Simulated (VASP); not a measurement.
# NaH (Fm-3m) in VASP: notebook

Runs on NaH. Level: PBE. Tasks: single point.

Everything below comes from runs of VASP 6.6.1. Logs are shortened: lines on timing, memory, paths and dates and some standing lists are left out, and cuts for length are marked.

### Step 1. The cell of the first run

The structure is cubic, space group Fm-3m (No. 225). Conventional cell: a = 4.795 Å, b = 4.795 Å, c = 4.795 Å, α = 90.00°, β = 90.00°, γ = 90.00°. Na (site symmetry m-3m) has 6 H at 2.40 Å within 3.2 Å. Within 3.2 Å of H (site symmetry m-3m) lie 6 Na at 2.40 Å.

### Step 2. Single point, PBE

Input file INCAR:

```
SYSTEM = NaH
ALGO = Normal
EDIFF = 1E-6
ENCUT = 520
GGA = PE
ISIF = 2
ISMEAR = 0
LASPH = .TRUE.
LCHARG = .FALSE.
LREAL = .FALSE.
LWAVE = .FALSE.
NBANDS = 11
NELM = 60
PREC = Accurate
SIGMA = 0.01
```

Input file KPOINTS:

```
k-points
0
G
  6 6 6
  0 0 0
```

Input file POSCAR:

```
NaH
1.0
    0.0000000000      2.3975122800      2.3975122800
    2.3975122800      0.0000000000      2.3975122800
    2.3975122800      2.3975122800      0.0000000000
Na H
1 1
Direct
    0.0000000000      0.0000000000      0.0000000000
    0.5000000000      0.5000000000      0.5000000000
```

Potentials or basis: VASP PAW PBE potentials, release 64 (Na_pv, H).

Run with:

```
> cat potpaw_PBE.64/Na_pv/POTCAR potpaw_PBE.64/H/POTCAR > POTCAR
> mpirun -np 1 vasp_std > vasp.out
```

OUTCAR:

```text
SYSTEM = NaH
   EDIFF = 1E-6
   ENCUT = 520
   GGA = PE
   ISIF = 2
   ISMEAR = 0
   LASPH = .TRUE.
   LREAL = .FALSE.
   NELM = 60
   PREC = Accurate

 ion  position               nearest neighbor table
   1  0.000  0.000  0.000-
   2  0.500  0.500  0.500-

  LATTYP: Found a face centered cubic cell.
 ALAT       =     4.7950245600

  Lattice vectors:

 A1 = (   0.0000000000,   2.3975122800,   2.3975122800)
 A2 = (   2.3975122800,   0.0000000000,   2.3975122800)
 A3 = (   2.3975122800,   2.3975122800,   0.0000000000)

Analysis of symmetry for initial positions (statically):
=====================================================================
 Subroutine PRICEL returns:
 Original cell was already a primitive cell.

 Routine SETGRP: Setting up the symmetry group for a
 face centered cubic supercell.

 Subroutine GETGRP returns: Found 48 space group operations
 (whereof 48 operations were pure point group operations)
 out of a pool of 48 trial point group operations.

The static configuration has the point symmetry O_h .

Analysis of symmetry for dynamics (positions and initial velocities):
=====================================================================
 Subroutine PRICEL returns:
 Original cell was already a primitive cell.

 Routine SETGRP: Setting up the symmetry group for a
 face centered cubic supercell.

 Subroutine GETGRP returns: Found 48 space group operations
 (whereof 48 operations were pure point group operations)
 out of a pool of 48 trial point group operations.

The dynamic configuration has the point symmetry O_h .

 Subroutine INISYM returns: Found 48 space group operations
 (whereof 48 operations are pure point group operations),
 and found     1 'primitive' translations

----------------------------------------------------------------------------------------

                                     Primitive cell

  volume of cell :      27.5621

  direct lattice vectors                    reciprocal lattice vectors
     0.000000000  2.397512280  2.397512280    -0.208549505  0.208549505  0.208549505
     2.397512280  0.000000000  2.397512280     0.208549505 -0.208549505  0.208549505
     2.397512280  2.397512280  0.000000000     0.208549505  0.208549505 -0.208549505

  length of vectors
     3.390594382  3.390594382  3.390594382     0.361218339  0.361218339  0.361218339

  position of ions in fractional coordinates (direct lattice)
     0.000000000  0.000000000  0.000000000
     0.500000000  0.500000000  0.500000000

  ion indices of the primitive-cell ions
   primitive index   ion index
                 1           1
                 2           2

----------------------------------------------------------------------------------------

 KPOINTS: k-points

Automatic generation of k-mesh.
 Grid dimensions read from file:
 generate k-points for:    6    6    6

 Generating k-lattice:

  Cartesian coordinates                     Fractional coordinates (reciprocal lattice)
    -0.034758251  0.034758251  0.034758251     0.166666667  0.000000000  0.000000000
     0.034758251 -0.034758251  0.034758251     0.000000000  0.166666667  0.000000000
     0.034758251  0.034758251 -0.034758251     0.000000000  0.000000000  0.166666667

  Length of vectors
     0.060203057  0.060203057  0.060203057

  Shift w.r.t. Gamma in fractional coordinates (k-lattice)
     0.000000000  0.000000000  0.000000000

 Subroutine IBZKPT returns following result:
 ===========================================

 Found     16 irreducible k-points:

 Following reciprocal coordinates:
            Coordinates               Weight
  0.000000  0.000000  0.000000      1.000000
  0.166667  0.000000  0.000000      8.000000
  0.333333  0.000000  0.000000      8.000000
  0.500000  0.000000  0.000000      4.000000
  0.166667  0.166667  0.000000      6.000000
  0.333333  0.166667  0.000000     24.000000
[... 8 lines left out ...]
 -0.333333  0.333333  0.166667     24.000000
 -0.333333  0.500000  0.166667     12.000000
   k-points           NKPTS =     16   k-points in BZ     NKDIM =     16   number of bands    NBANDS=     11
   number of dos      NEDOS =    301   number of ions     NIONS =      2
   total plane-waves  NPLWV =  21952
   dimension x,y,z NGX =    28 NGY =   28 NGZ =   28
   dimension x,y,z NGXF=    56 NGYF=   56 NGZF=   56
   ions per type =               1   1
   NGX,Y,Z   is equivalent  to a cutoff of  13.73, 13.73, 13.73 a.u.
   NGXF,Y,Z  is equivalent  to a cutoff of  27.46, 27.46, 27.46 a.u.
 SYSTEM =  NaH
   PREC   = accura    normal or accurate (medium, high low for compatibility)
   ISTART =      0    job   : 0-new  1-cont  2-samecut
   ICHARG =      2    charge: 1-file 2-atom 10-const
   ISPIN  =      1    spin polarized calculation?
   LNONCOLLINEAR =      F non collinear calculations
   LSORBIT =      F    spin-orbit coupling
   LASPH  =      T    aspherical Exc in radial PAW
   ENCUT  =  520.0 eV  38.22 Ry    6.18 a.u.   6.30  6.30  6.30*2*pi/ulx,y,z
   NELM   =     60;   NELMIN=  2; NELMDL= -5     # of ELM steps
   EDIFF  = 0.1E-05   stopping-criterion for ELM
   LREAL  =      F    real-space projection
   EDIFFG = 0.1E-04   stopping-criterion for IOM
   NSW    =      0    number of steps for IOM
   IBRION =     -1    ionic relax: 0-MD 1-quasi-New 2-CG
   NFREE  =      0    steps in history (QN), initial steepest desc. (CG)
   ISIF   =      2    stress and relaxation
   ISYM   =      2    0-nonsym 1-usesym 2-fastsym
   POTIM  = 0.5000    time-step for ionic-motion
   TEBEG  =    0.0;   TEEND  =   0.0 temperature during run
   PSTRESS=    0.0 pullay stress
   NELECT =       8.0000    total number of electrons
   NUPDOWN=      -1.0000    fix difference up-down
   EMIN   =  10.00;   EMAX   =-10.00  energy-range for DOS
   EFERMI =   0.00;   METHOD = LEGACY
   ISMEAR =     0;   SIGMA  =   0.01  broadening in eV -4-tet -1-fermi 0-gaus
   EFERMI_NEDOS =   21; number of points for ismear=-14 and -15
   IALGO  =     38    algorithm
   IMIX   =      4    mixing-type and parameters
     AMIX     =   0.40;   BMIX     =  1.00
     AMIX_MAG =   1.60;   BMIX_MAG =  1.00
  volume/ion in A,a.u.               =      13.78        93.00
  Fermi-wavevector in a.u.,A,eV,Ry     =   1.083929  2.048328 15.985500  1.174901
  Thomas-Fermi vector in A             =   2.220006
   LORBIT       =      0    0 simple, 1 ext, 2 COOP (PROOUT), +10 PAW based schemes
   GGA     = PE    functional components
   LHFCALC =     F    Hartree Fock is set to
   AEXX    =    0.0000 exact exchange contribution
   IVDW    =     0    specifies the selected vdW correction
   LEPSILON=     F    determine dielectric tensor
   LRPA    =     F    only Hartree local field effects (RPA)
 non-spin polarized calculation
 Gauss-broadening in eV      SIGMA  =   0.01
  energy-cutoff  :      520.00
  volume of cell :       27.56
 maximum number of plane-waves:       754
 NGX is ok and might be reduce to    28
   NGX = 13   NGY = 13   NGZ = 13

 number of electron       7.9999992 magnetization

 Free energy of the ion-electron system (eV)
  ---------------------------------------------------
  ext. energy  EPLUGINS =         0.00000000
  ---------------------------------------------------
  free energy    TOTEN  =        -5.08640470 eV

  energy without entropy =       -5.08640470  energy(sigma->0) =       -5.08640470

 E-fermi :  -1.0215     XC(G=0):  -7.8486

 val. band max:       -1.0857941473   @ k =  -0.3333   0.5000   0.1667
 cond. band min:       2.7609773697   @ k =   0.5000   0.0000   0.0000
 fundamental gap:      3.8467715169
 Fermi energy:        -1.0215324922

 k-point     1 :       0.0000    0.0000    0.0000
  band No.  band energies     occupation
      1     -23.1001      2.00000
      2     -23.1001      2.00000
      3     -23.1001      2.00000
      4      -4.7222      2.00000
      5       9.5871      0.00000
      6      14.7385      0.00000
      7      14.7385      0.00000
      8      14.7385      0.00000
      9      15.6542      0.00000
     10      15.6542      0.00000
     11      15.6542      0.00000

 k-point     2 :       0.1667    0.0000    0.0000
  band No.  band energies     occupation
      1     -23.1258      2.00000
      2     -23.1031      2.00000
      3     -23.1031      2.00000
      4      -4.2407      2.00000
      5       7.9808      0.00000
      6      11.4635      0.00000
      7      13.6307      0.00000
      8      13.6307      0.00000
      9      16.8721      0.00000
     10      16.8721      0.00000
     11      17.2250      0.00000

 k-point     3 :       0.3333    0.0000    0.0000
  band No.  band energies     occupation
      1     -23.1765      2.00000
      2     -23.1092      2.00000
      3     -23.1092      2.00000
      4      -2.9553      2.00000
      5       4.6237      0.00000
      6      10.2046      0.00000
      7      12.7740      0.00000
      8      12.7740      0.00000
      9      16.0911      0.00000
     10      16.0911      0.00000
     11      18.3369      0.00000

 k-point     4 :       0.5000    0.0000    0.0000
  band No.  band energies     occupation
      1     -23.2014      2.00000
      2     -23.1123      2.00000
      3     -23.1122      2.00000
      4      -1.9061      2.00000
      5       2.7610      0.00000
      6       9.9047      0.00000
      7      12.4907      0.00000
      8      12.4907      0.00000
      9      15.5867      0.00000
     10      15.5867      0.00000
     11      18.1631      0.00000

 k-point     5 :       0.1667    0.1667    0.0000
  band No.  band energies     occupation
      1     -23.1249      2.00000
      2     -23.1086      2.00000
      3     -23.1086      2.00000
      4      -4.0871      2.00000
      5       7.9412      0.00000
      6      11.9324      0.00000
      7      12.1072      0.00000
      8      12.1072      0.00000
      9      15.7078      0.00000
     10      17.7849      0.00000
     11      19.6484      0.00000
[... 99 lines left out ...]
 k-point    13 :       0.5000    0.5000    0.0000
  band No.  band energies     occupation
      1     -23.1903      2.00000
      2     -23.1344      2.00000
      3     -23.1344      2.00000
      4      -1.2206      2.00000
      5       3.6455      0.00000
      6       9.0817      0.00000
      7       9.7800      0.00000
      8       9.7800      0.00000
      9      10.9713      0.00000
     10      23.0719      0.00000
     11      24.8590      0.00000

 k-point    14 :       0.5000    0.3333    0.1667
  band No.  band energies     occupation
      1     -23.1737      2.00000
      2     -23.1384      2.00000
      3     -23.1208      2.00000
      4      -2.0405      2.00000
      5       4.8187      0.00000
      6       6.8034      0.00000
      7       9.7795      0.00000
      8      14.6553      0.00000
      9      14.7506      0.00000
     10      17.1170      0.00000
     11      21.0467      0.00000

 k-point    15 :      -0.3333    0.3333    0.1667
  band No.  band energies     occupation
      1     -23.1762      2.00000
      2     -23.1498      2.00000
      3     -23.1264      2.00000
      4      -1.3020      2.00000
      5       4.1228      0.00000
      6       5.9164      0.00000
      7       8.9388      0.00000
      8      14.6632      0.00000
      9      15.8561      0.00000
     10      18.3086      0.00000
     11      20.2266      0.00000

 k-point    16 :      -0.3333    0.5000    0.1667
  band No.  band energies     occupation
      1     -23.1763      2.00000
      2     -23.1483      2.00000
      3     -23.1361      2.00000
      4      -1.0858      2.00000
      5       4.2679      0.00000
      6       6.1631      0.00000
      7       7.8182      0.00000
      8      14.1110      0.00000
      9      14.2860      0.00000
     10      20.0289      0.00000
     11      20.1785      0.00000

------------------------ aborting loop because EDIFF is reached ----------------------------------------

  FORCE on cell =-STRESS in cart. coord.  units (eV):
  Direction    XX          YY          ZZ          XY          YZ          ZX
  --------------------------------------------------------------------------------------
  -------------------------------------------------------------------------------------
  Total        0.0915422      0.0915422      0.0915422     -0.0000000      0.0000000      0.0000000
  in kB        5.3213181      5.3213181      5.3213181     -0.0000000      0.0000000      0.0000000
  external PRESSURE =       5.3213181 kB  Pullay stress =       0.0000000 kB

 VOLUME and BASIS-vectors are now :
 -----------------------------------------------------------------------------
  energy-cutoff  :      520.00
  volume of cell :       27.56
      direct lattice vectors                 reciprocal lattice vectors
     0.000000000  2.397512280  2.397512280    -0.208549505  0.208549505  0.208549505
     2.397512280  0.000000000  2.397512280     0.208549505 -0.208549505  0.208549505
     2.397512280  2.397512280  0.000000000     0.208549505  0.208549505 -0.208549505

 POSITION                                       TOTAL-FORCE (eV/Angst)
 -----------------------------------------------------------------------------------
      0.00000      0.00000      0.00000         0.000000      0.000000     -0.000000
      2.39751      2.39751      2.39751         0.000000      0.000000      0.000000
 -----------------------------------------------------------------------------------
    total drift:                               -0.000000     -0.000000     -0.000000

  FREE ENERGIE OF THE ION-ELECTRON SYSTEM (eV)
  ---------------------------------------------------
  free  energy   TOTEN  =        -5.0864046964 eV

  energy  without entropy=       -5.0864046964  energy(sigma->0) =       -5.08640470
```

Run time: 8.5 s. Hardware: 1 thread of Intel Xeon 8259CL, shared host; peak memory 0.15 GiB.

Results:

```yaml
Free_energy: -5.0864 eV
Pressure: 0.5 GPa
Band_gap_on_the_k_mesh: 3.85 eV (least direct gap 4.67 eV)
```

Levels at points of the mesh, in eV from the valence-band top:
```tsv
k point	band 2	band 3	band 4	band 5	band 6	band 7
(0.00, 0.00, 0.00)	-22.01	-22.01	-3.64	10.67	15.82	15.82
(0.50, 0.00, 0.00)	-22.03	-22.03	-0.82	3.85	10.99	13.58
(0.50, 0.50, 0.00)	-22.05	-22.05	-0.13	4.73	10.17	10.87
```

### Step 3. Single point, PBE

This run uses another cell than the first one, of 14.11 Å³/atom.

Input file INCAR:

```
SYSTEM = NaH
PREC = Accurate
ENCUT = 520
EDIFF = 1E-6
ISMEAR = -1
SIGMA = 0.02
LREAL = .False.
LASPH = .True.
NELM = 80
ALGO = Normal
ISIF = 2
LWAVE = .False.
LCHARG = .False.
GGA = PE
NBANDS = 11
```

Input file KPOINTS:

```
Automatic mesh
0
Gamma
  10 10 10
  0 0 0
```

Input file POSCAR:

```
NaH
1.0
    0.0000000000      2.4161698304      2.4161698304
    2.4161698304      0.0000000000      2.4161698304
    2.4161698304      2.4161698304      0.0000000000
Na H
1 1
Direct
    0.0000000000      0.0000000000      0.0000000000
    0.5000000000      0.5000000000      0.5000000000
```

Potentials or basis: VASP PAW PBE potentials, release 64 (Na_pv, H).

Run with:

```
> cat potpaw_PBE.64/Na_pv/POTCAR potpaw_PBE.64/H/POTCAR > POTCAR
> mpirun -np 1 vasp_std > vasp.out
```

Wall time 19 s (1 thread of Intel Xeon 8259CL, shared host); peak memory 0.15 GiB.

Results (log left out):

* Free energy: -5.0876 eV
* Pressure: 0.0 GPa
* Band gap on the k mesh: 3.78 eV (least direct gap 4.62 eV)

Levels at points of the mesh, in eV from the valence-band top:
```tsv
k point	band 1	band 2	band 3	band 4	band 5	band 6	band 7	band 8
(0.00, 0.00, 0.00)	-22.08	-22.08	-22.08	-3.60	10.44	15.62	15.62	15.62
(0.50, 0.00, 0.00)	-22.18	-22.10	-22.10	-0.84	3.78	10.80	13.40	13.40
(0.50, 0.50, 0.00)	-22.17	-22.12	-22.12	-0.16	4.66	10.05	10.69	10.69
```

A k mesh can miss the band edges.
